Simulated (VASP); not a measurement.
# BiTe2As (R-3m) in VASP: notebook

The runs below take BiTe2As through single point, relaxation of cell and atoms, with PBE.

Everything below comes from runs of VASP 6.6.1. Logs are shortened: lines on timing, memory, paths and dates and some standing lists are left out, and cuts for length are marked.

### Step 1. The cell of the first run

The structure is trigonal, space group R-3m (No. 166). Conventional cell: a = 4.321 Å, b = 4.321 Å, c = 22.307 Å, α = 90.00°, β = 90.00°, γ = 120.00°. Within 4.5 Å of Bi (site symmetry -3m) lie 6 Te at 3.22 Å and 6 Bi at 4.32 Å and 6 As at 4.48 Å. Within 4.0 Å of Te (site symmetry 3m) lie 3 As at 3.01 Å and 3 Bi at 3.22 Å. As (site symmetry -3m) has 6 Te at 3.01 Å within 4.0 Å.

### Step 2. Single point, PBE

Contents of INCAR:

```
SYSTEM = BiTe2As
ALGO = Normal
EDIFF = 1E-6
ENCUT = 520
GGA = PE
ISIF = 2
ISMEAR = 0
LASPH = .TRUE.
LCHARG = .FALSE.
LREAL = .FALSE.
LWAVE = .FALSE.
NBANDS = 24
NELM = 60
PREC = Accurate
SIGMA = 0.1
```

Contents of KPOINTS:

```
k-points
0
G
  6 6 6
  0 0 0
```

Contents of POSCAR:

```
BiTe2As
1.0
    2.1604443384      1.2473331203      7.4357575515
   -2.1604443384      1.2473331203      7.4357575515
    0.0000000000     -2.4946662407      7.4357575515
Bi Te As
1 2 1
Direct
    0.0000000000      0.0000000000      0.0000000000
    0.2421282971      0.2421282971      0.2421282971
    0.7578717029      0.7578717029      0.7578717029
    0.5000000000      0.5000000000      0.5000000000
```

Potentials or basis: VASP PAW PBE potentials, release 64 (Bi_d, Te, As).

The run is started by

```sh
$ cat potpaw_PBE.64/Bi_d/POTCAR potpaw_PBE.64/Te/POTCAR potpaw_PBE.64/As/POTCAR > POTCAR
$ mpirun -np 1 vasp_std > vasp.out
```

OUTCAR:

```text
SYSTEM = BiTe2As
   EDIFF = 1E-6
   ENCUT = 520
   GGA = PE
   ISIF = 2
   ISMEAR = 0
   LASPH = .TRUE.
   LREAL = .FALSE.
   NELM = 60
   PREC = Accurate

 ion  position               nearest neighbor table
   1  0.000  0.000  0.000-   3 3.22   2 3.22   3 3.22   3 3.22   2 3.22   2 3.22
   2  0.242  0.242  0.242-   4 3.01   4 3.01   4 3.01   1 3.22   1 3.22   1 3.22
   3  0.758  0.758  0.758-   4 3.01   4 3.01   4 3.01   1 3.22   1 3.22   1 3.22
   4  0.500  0.500  0.500-   2 3.01   3 3.01   2 3.01   2 3.01   3 3.01   3 3.01

  LATTYP: Found a trigonal (rhomboedric) cell.
 ALAT       =     7.8430765658
 COS(alpha) =     0.8482449160

  Lattice vectors:

 A1 = (   2.1604443384,   1.2473331203,   7.4357575515)
 A2 = (  -2.1604443384,   1.2473331203,   7.4357575515)
 A3 = (   0.0000000000,  -2.4946662407,   7.4357575515)

Analysis of symmetry for initial positions (statically):
=====================================================================
 Subroutine PRICEL returns:
 Original cell was already a primitive cell.

 Routine SETGRP: Setting up the symmetry group for a
 trigonal (rhombohedral) supercell.

 Subroutine GETGRP returns: Found 12 space group operations
 (whereof 12 operations were pure point group operations)
 out of a pool of 12 trial point group operations.

The static configuration has the point symmetry D_3d.

Analysis of symmetry for dynamics (positions and initial velocities):
=====================================================================
 Subroutine PRICEL returns:
 Original cell was already a primitive cell.

 Routine SETGRP: Setting up the symmetry group for a
 trigonal (rhombohedral) supercell.

 Subroutine GETGRP returns: Found 12 space group operations
 (whereof 12 operations were pure point group operations)
 out of a pool of 12 trial point group operations.

The dynamic configuration has the point symmetry D_3d.

 Subroutine INISYM returns: Found 12 space group operations
 (whereof 12 operations are pure point group operations),
 and found     1 'primitive' translations

----------------------------------------------------------------------------------------

                                     Primitive cell

  volume of cell :     120.2270

  direct lattice vectors                    reciprocal lattice vectors
     2.160444338  1.247333120  7.435757552     0.231433873  0.133618409  0.044828430
    -2.160444338  1.247333120  7.435757552    -0.231433873  0.133618409  0.044828430
     0.000000000 -2.494666241  7.435757552     0.000000000 -0.267236817  0.044828430

  length of vectors
     7.843076566  7.843076566  7.843076566     0.270970671  0.270970671  0.270970671

  position of ions in fractional coordinates (direct lattice)
     0.000000000  0.000000000  0.000000000
     0.242128297  0.242128297  0.242128297
     0.757871703  0.757871703  0.757871703
     0.500000000  0.500000000  0.500000000

  ion indices of the primitive-cell ions
   primitive index   ion index
                 1           1
                 2           2
                 3           3
                 4           4

----------------------------------------------------------------------------------------

 KPOINTS: k-points

Automatic generation of k-mesh.
 Grid dimensions read from file:
 generate k-points for:    6    6    6

 Generating k-lattice:

  Cartesian coordinates                     Fractional coordinates (reciprocal lattice)
     0.038572312  0.022269735  0.007471405     0.166666667  0.000000000  0.000000000
    -0.038572312  0.022269735  0.007471405     0.000000000  0.166666667  0.000000000
     0.000000000 -0.044539470  0.007471405     0.000000000  0.000000000  0.166666667

  Length of vectors
     0.045161779  0.045161779  0.045161779

  Shift w.r.t. Gamma in fractional coordinates (k-lattice)
     0.000000000  0.000000000  0.000000000

 Subroutine IBZKPT returns following result:
 ===========================================

 Found     32 irreducible k-points:

 Following reciprocal coordinates:
            Coordinates               Weight
  0.000000  0.000000  0.000000      1.000000
  0.166667 -0.000000  0.000000      6.000000
  0.333333 -0.000000  0.000000      6.000000
  0.500000  0.000000  0.000000      3.000000
  0.166667  0.166667  0.000000      6.000000
  0.333333  0.166667  0.000000     12.000000
[... 16 lines left out ...]
  0.500000  0.500000  0.166667      6.000000
 -0.333333  0.500000  0.166667     12.000000
 [... further k-points ...]
   k-points           NKPTS =     32   k-points in BZ     NKDIM =     32   number of bands    NBANDS=     24
   number of dos      NEDOS =    301   number of ions     NIONS =      4
   total plane-waves  NPLWV = 216000
   dimension x,y,z NGX =    60 NGY =   60 NGZ =   60
   dimension x,y,z NGXF=   120 NGYF=  120 NGZF=  120
   ions per type =               1   2   1
   NGX,Y,Z   is equivalent  to a cutoff of  12.72, 12.72, 12.72 a.u.
   NGXF,Y,Z  is equivalent  to a cutoff of  25.44, 25.44, 25.44 a.u.
 SYSTEM =  BiTe2As
   PREC   = accura    normal or accurate (medium, high low for compatibility)
   ISTART =      0    job   : 0-new  1-cont  2-samecut
   ICHARG =      2    charge: 1-file 2-atom 10-const
   ISPIN  =      1    spin polarized calculation?
   LNONCOLLINEAR =      F non collinear calculations
   LSORBIT =      F    spin-orbit coupling
   LASPH  =      T    aspherical Exc in radial PAW
   ENCUT  =  520.0 eV  38.22 Ry    6.18 a.u.  14.58 14.58 14.58*2*pi/ulx,y,z
   NELM   =     60;   NELMIN=  2; NELMDL= -5     # of ELM steps
   EDIFF  = 0.1E-05   stopping-criterion for ELM
   LREAL  =      F    real-space projection
   EDIFFG = 0.1E-04   stopping-criterion for IOM
   NSW    =      0    number of steps for IOM
   IBRION =     -1    ionic relax: 0-MD 1-quasi-New 2-CG
   NFREE  =      0    steps in history (QN), initial steepest desc. (CG)
   ISIF   =      2    stress and relaxation
   ISYM   =      2    0-nonsym 1-usesym 2-fastsym
   POTIM  = 0.5000    time-step for ionic-motion
   TEBEG  =    0.0;   TEEND  =   0.0 temperature during run
   PSTRESS=    0.0 pullay stress
   NELECT =      32.0000    total number of electrons
   NUPDOWN=      -1.0000    fix difference up-down
   EMIN   =  10.00;   EMAX   =-10.00  energy-range for DOS
   EFERMI =   0.00;   METHOD = LEGACY
   ISMEAR =     0;   SIGMA  =   0.10  broadening in eV -4-tet -1-fermi 0-gaus
   EFERMI_NEDOS =   21; number of points for ismear=-14 and -15
   IALGO  =     38    algorithm
   IMIX   =      4    mixing-type and parameters
     AMIX     =   0.40;   BMIX     =  1.00
     AMIX_MAG =   1.60;   BMIX_MAG =  1.00
  volume/ion in A,a.u.               =      30.06       202.83
  Fermi-wavevector in a.u.,A,eV,Ry     =   1.053071  1.990015 15.088285  1.108958
  Thomas-Fermi vector in A             =   2.188178
   LORBIT       =      0    0 simple, 1 ext, 2 COOP (PROOUT), +10 PAW based schemes
   GGA     = PE    functional components
   LHFCALC =     F    Hartree Fock is set to
   AEXX    =    0.0000 exact exchange contribution
   IVDW    =     0    specifies the selected vdW correction
   LEPSILON=     F    determine dielectric tensor
   LRPA    =     F    only Hartree local field effects (RPA)
 non-spin polarized calculation
 Gauss-broadening in eV      SIGMA  =   0.10
  energy-cutoff  :      520.00
  volume of cell :      120.23
 maximum number of plane-waves:      3256
 NGX is ok and might be reduce to    60
   NGX = 29   NGY = 29   NGZ = 29

 number of electron      31.9999999 magnetization

 Free energy of the ion-electron system (eV)
  ---------------------------------------------------
  ext. energy  EPLUGINS =         0.00000000
  ---------------------------------------------------
  free energy    TOTEN  =       -14.69190090 eV

  energy without entropy =      -14.67761231  energy(sigma->0) =      -14.68475660

 E-fermi :   6.4523     XC(G=0):  -9.5920

 val. band max:        6.3988813261   @ k =  -0.3333   0.3333   0.3333
 cond. band min:       6.4584580817   @ k =   0.3333   0.1667   0.0000
 fundamental gap:      0.0595767556
 Fermi energy:         6.4523138502

 k-point     1 :       0.0000    0.0000    0.0000
  band No.  band energies     occupation
      1     -16.5887      2.00000
      2     -16.5887      2.00000
      3     -16.5865      2.00000
      4     -16.5796      2.00000
      5     -16.5796      2.00000
      6      -7.2821      2.00000
[... 16 lines left out ...]
     23      11.5668      0.00000
     24      11.5668      0.00000

 k-point     2 :       0.1667   -0.0000    0.0000
  band No.  band energies     occupation
      1     -16.5910      2.00000
      2     -16.5868      2.00000
      3     -16.5845      2.00000
      4     -16.5804      2.00000
      5     -16.5780      2.00000
      6      -7.0289      2.00000
[... 16 lines left out ...]
     23      11.9864      0.00000
     24      12.4034      0.00000

 k-point     3 :       0.3333   -0.0000    0.0000
  band No.  band energies     occupation
      1     -16.5964      2.00000
      2     -16.5858      2.00000
      3     -16.5848      2.00000
      4     -16.5770      2.00000
      5     -16.5719      2.00000
      6      -6.3093      2.00000
[... 16 lines left out ...]
     23      11.3294      0.00000
     24      13.3664      0.00000
[... 514 lines left out ...]
 k-point    23 :       0.5000    0.5000    0.1667
  band No.  band energies     occupation
      1     -16.5964      2.00000
      2     -16.5858      2.00000
      3     -16.5848      2.00000
      4     -16.5769      2.00000
      5     -16.5719      2.00000
      6      -6.0025      2.00000
[... 16 lines left out ...]
     23      12.7786      0.00000
     24      13.6351      0.00000

 k-point    24 :      -0.3333    0.5000    0.1667
  band No.  band energies     occupation
      1     -16.5964      2.00000
      2     -16.5879      2.00000
      3     -16.5827      2.00000
      4     -16.5762      2.00000
      5     -16.5703      2.00000
      6      -5.3800      2.00000
[... 16 lines left out ...]
     23      12.4252      0.00000
     24      14.3571      0.00000

 [... further k-points ...]

------------------------ aborting loop because EDIFF is reached ----------------------------------------

  FORCE on cell =-STRESS in cart. coord.  units (eV):
  Direction    XX          YY          ZZ          XY          YZ          ZX
  --------------------------------------------------------------------------------------
  -------------------------------------------------------------------------------------
  Total        0.0039027      0.0039027     -0.0786996      0.0000000      0.0000000      0.0000000
  in kB        0.0520085      0.0520085     -1.0487726      0.0000000      0.0000000      0.0000000
  external PRESSURE =      -0.3149185 kB  Pullay stress =       0.0000000 kB

 VOLUME and BASIS-vectors are now :
 -----------------------------------------------------------------------------
  energy-cutoff  :      520.00
  volume of cell :      120.23
      direct lattice vectors                 reciprocal lattice vectors
     2.160444338  1.247333120  7.435757552     0.231433873  0.133618409  0.044828430
    -2.160444338  1.247333120  7.435757552    -0.231433873  0.133618409  0.044828430
     0.000000000 -2.494666241  7.435757552     0.000000000 -0.267236817  0.044828430

 POSITION                                       TOTAL-FORCE (eV/Angst)
 -----------------------------------------------------------------------------------
      0.00000      0.00000      0.00000         0.000000      0.000000     -0.000000
      0.00000     -0.00000      5.40122         0.000000      0.000000     -0.001331
      0.00000     -0.00000     16.90605         0.000000     -0.000000      0.001331
      0.00000     -0.00000     11.15364         0.000000      0.000000     -0.000000
 -----------------------------------------------------------------------------------
    total drift:                               -0.000000     -0.000000      0.000000

  FREE ENERGIE OF THE ION-ELECTRON SYSTEM (eV)
  ---------------------------------------------------
  free  energy   TOTEN  =       -14.6919008995 eV

  energy  without entropy=      -14.6776123072  energy(sigma->0) =      -14.68475660
```

Run time: 2.9 min. Hardware: 1 thread of Intel Xeon Platinum 8259CL at 2.50GHz (Skylake/Cascade Lake), shared host; peak memory 0.51 GiB.

Results:

```
Free energy            : -14.6919 eV
Pressure               : 0.0 GPa
Band gap on the k mesh : zero (bands 16 and 17 overlap by 2.36 eV)
```

Caveat: spin-orbit coupling is left out, which moves the levels of the heavy elements.

### Step 3. Relaxation of cell and atoms, PBE

This run uses another cell than the first one, of 28.77 Å³/atom.

Contents of INCAR:

```
ALGO = Normal
EDIFF = 1E-6
EDIFFG = -0.04
ENCUT = 600
GGA = PE
IBRION = 2
ISIF = 3
ISMEAR = 0
LASPH = T
LCHARG = F
LREAL = F
LWAVE = F
NELM = 80
NSW = 90
PREC = Accurate
SIGMA = 0.1
```

Contents of KPOINTS:

```
k-points
0
Gamma
  6 6 6
```

Contents of POSCAR:

```
BiTe2As
1.0
    2.1135714166      1.2202710263      7.4374974411
   -2.1135714166      1.2202710263      7.4374974411
    0.0000000000     -2.4405420527      7.4374974411
Bi Te As
1 2 1
Direct
    0.0000000000      0.0000000000      0.0000000000
    0.2220000000      0.2220000000      0.2220000000
    0.7780000000      0.7780000000      0.7780000000
    0.5000000000      0.5000000000      0.5000000000
```

Potentials or basis: VASP PAW PBE potentials, release 64 (Bi_d, Te, As).

The run is started by

```sh
$ cat potpaw_PBE.64/Bi_d/POTCAR potpaw_PBE.64/Te/POTCAR potpaw_PBE.64/As/POTCAR > POTCAR
$ mpirun -np 1 vasp_std > vasp.out
```

It took 35 min on 1 thread of Intel Xeon Platinum 8259CL at 2.50GHz (Skylake/Cascade Lake), shared host; peak memory 0.7 GiB.

It converged, with:

```yaml
Free_energy: -14.6914 eV
Relaxed_volume: 30.13 Å³/atom
Relaxed_cell: a = 7.833 Å, b = 7.833 Å, c = 7.833 Å, α = 32.09°, β = 32.09°, γ = 32.09°
Space_group_after_relaxing_to_0.1_Å: R-3m (No. 166)
Energy_gained_by_relaxing: 324.4 meV/atom
Ionic_steps: 13
Pressure_after_relaxing: -0.1 GPa
Largest_force_after_relaxing: 0.028 eV/Å
Band_gap_on_the_k_mesh: zero (bands 16 and 17 overlap by 2.35 eV)
```

Forces on the atoms (eV/Å):
```
Bi   0.000  0.000  0.000
Te   0.000  0.000 -0.028
Te   0.000  0.000  0.028
As   0.000  0.000  0.000
```

Step by step:
```
step  energy change (eV)  largest force (eV/Å)  pressure (GPa)  volume (Å³)
   1              0.0000                2.6040            6.49       115.09
   2             -0.5919                1.2341           -3.32       135.61
   3             -0.6000                1.3733           -2.50       132.99
   4             -0.9038                1.1492           -2.10       128.54
   5             -1.2823                0.2023            0.71       118.48
   6             -1.2831                0.0973            1.06       117.73
   7             -1.2834                0.1389            0.91       118.02
   8             -1.2920                0.0412           -0.56       121.27
   9             -1.2936                0.0077           -0.13       120.31
  10             -1.2961                0.0165           -0.03       120.16
  11             -1.2973                0.0454            0.09       119.97
  12             -1.2973                0.0492            0.11       119.94
  13             -1.2977                0.0276           -0.14       120.52
```

Final structure:
```
Bi Te As
1.0
     2.16491    1.24991    7.42325
    -2.16491    1.24991    7.42325
     0.00000   -2.49982    7.42325
Bi Te As
1 2 1
Cartesian
  0.0000 0.0000 0.0000
  0.0000 0.0000 5.3970
  0.0000 0.0000 16.8728
  0.0000 0.0000 11.1349
```

Levels at points of the mesh, in eV from the Fermi level:
```
           k point  band 13  band 14  band 15  band 16  band 17  band 18  band 19  band 20
(0.00, 0.00, 0.00)    -1.59    -1.59    -1.26    -0.52    -0.52    -0.51     2.27     2.27
(0.50, 0.00, 0.00)    -3.37    -3.25    -2.92     1.63     1.71     1.75     1.94     2.66
(0.50, 0.50, 0.00)    -1.85    -1.67    -1.50    -1.07    -0.72    -0.69     2.40     3.69
(0.50, 0.50, 0.50)    -1.94    -1.94    -1.67     0.57     0.57     0.58     1.03     1.03
```

Caveat: spin-orbit coupling is left out, which moves the levels of the heavy elements.
